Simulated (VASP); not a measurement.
La2O3, 5 atoms in the cell. The structure is trigonal, space group P321 (No. 150). The conventional cell has a = 6.328 Å, b = 6.328 Å, c = 3.268 Å, α = 90.00°, β = 90.00°, γ = 120.00°. La (site symmetry 3) has 6 O at 2.45 to 2.46 Å within 3.2 Å. O (site symmetry 2) has 4 La at 2.45 to 2.46 Å and 4 O at 3.16 Å within 3.2 Å.  This cell differs from its parent crystal: volume scaled by 0.98.

- Program: VASP 6.6.1
- Task: single point
- Functional: LDA
- Potentials or basis: VASP PAW LDA potentials, release 64 (La, O)
- Cutoff: 520 eV
- k mesh: 5 × 5 × 8
- Occupations: fermi-dirac, width 0.05 eV
- Spin: no spin polarisation
- Dipole correction: no
- Further INCAR settings: ALGO = Normal; EDIFF = 1e-06; NBANDS = 28

Potentials or basis: VASP PAW LDA potentials, release 64 (La, O).

Run with:

```console
$ cat potpaw_LDA.64/La/POTCAR potpaw_LDA.64/O/POTCAR > POTCAR
$ mpirun -np 1 vasp_std > vasp.out
```

Hardware: 1 thread of Intel(R) Xeon(R) 6975P-C (Granite Rapids), with other jobs on the host.

How long does it take, and how much memory?

Run time: 45 s on 1 thread of Intel(R) Xeon(R) 6975P-C (Granite Rapids), with other jobs on the host, peak memory 0.25 GiB. Counts: scf iterations 15, k points 31.
